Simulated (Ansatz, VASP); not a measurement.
# Two plane-wave programs on Mo

Contents of POSCAR:

```
Mo
1.0
    2.6633732120      0.0000000000      0.0000000000
   -1.3316866060      2.3065488613      0.0000000000
    0.0000000000      0.0000000000      4.7842678041
Mo
2
Direct
    0.3333333333      0.6666666667      0.2500000000
    0.6666666667      0.3333333333      0.7500000000
```

File INCAR.step1:

```
SYSTEM = Mo
PREC = Accurate
ENCUT = 520
ISMEAR = -1
SIGMA = 0.1
LREAL = .False.
LASPH = .True.
NELM = 60
NBANDS = 21
GGA = PE
ALGO = Normal
EDIFF = 1E-4
LWAVE = .True.
LCHARG = .False.
```

The input INCAR.step2:

```
SYSTEM = Mo
PREC = Accurate
ENCUT = 520
EDIFF = 1E-7
ISMEAR = -1
SIGMA = 0.1
LREAL = .False.
LASPH = .True.
NELM = 60
ALGO = Normal
ISIF = 2
LWAVE = .False.
LCHARG = .True.
METAGGA = R2SCAN
LMIXTAU = .True.
LELF = .True.
LVHAR = .True.
NBANDS = 21
ISTART = 1
```

KPOINTS

```
regular mesh
0
Gamma
  15 15 7
  0 0 0
```

Input for Ansatz:

```yaml
crystal:
  lattice:
    - [2.663373212, 0.0, 0.0]
    - [-1.331686606, 2.3065488613, 0.0]
    - [0.0, 0.0, 4.7842678041]
  atoms:
    - { symbol: Mo, position: [0.3333333333, 0.6666666667, 0.25] }
    - { symbol: Mo, position: [0.6666666667, 0.3333333333, 0.75] }
hamiltonian:
  xc: r2scan
  pseudopotentials:
    kind: paw
    azcp:
      Mo: "pseudopotentials/Mo.paw.azcp"
basis:
  ecutwfc: 500
  fft_grid_basis: typed
kpoints:
  mp_grid: { grid: [15, 15, 7], shift: [0, 0, 0] }
magnetization:
  spin_polarized: false
scf:
  occupations: { method: fermi_dirac, width: 0.1 }
  lower_state_search: "off"
output:
  stress: true
```

Alike in both runs: task single point; functional r2SCAN; k mesh 15 × 15 × 7; occupations fermi-dirac, width 0.1 eV; no spin polarisation.

|  | VASP | Ansatz |
| --- | --- | --- |
| version | VASP 6.6.1 | Ansatz 0.2.0 |
| potentials or method | VASP PAW PBE potentials, release 64 (Mo_sv), cutoff 520 eV | plane waves (500 eV) with PAW, scalar-relativistic |
| valence electrons in the cell | 28 | 28 |

Ansatz gave:

```
pressure (GPa)                                                : 24.5
traceless stress, the component that is largest in VASP (GPa) : -3.28
```

Question: Estimate VASP's values.

Answer: Pressure (GPa): 25.9; traceless stress, the component that is largest in VASP (GPa): -3.53.

VASP's potentials were made for PBE, not for r2SCAN.
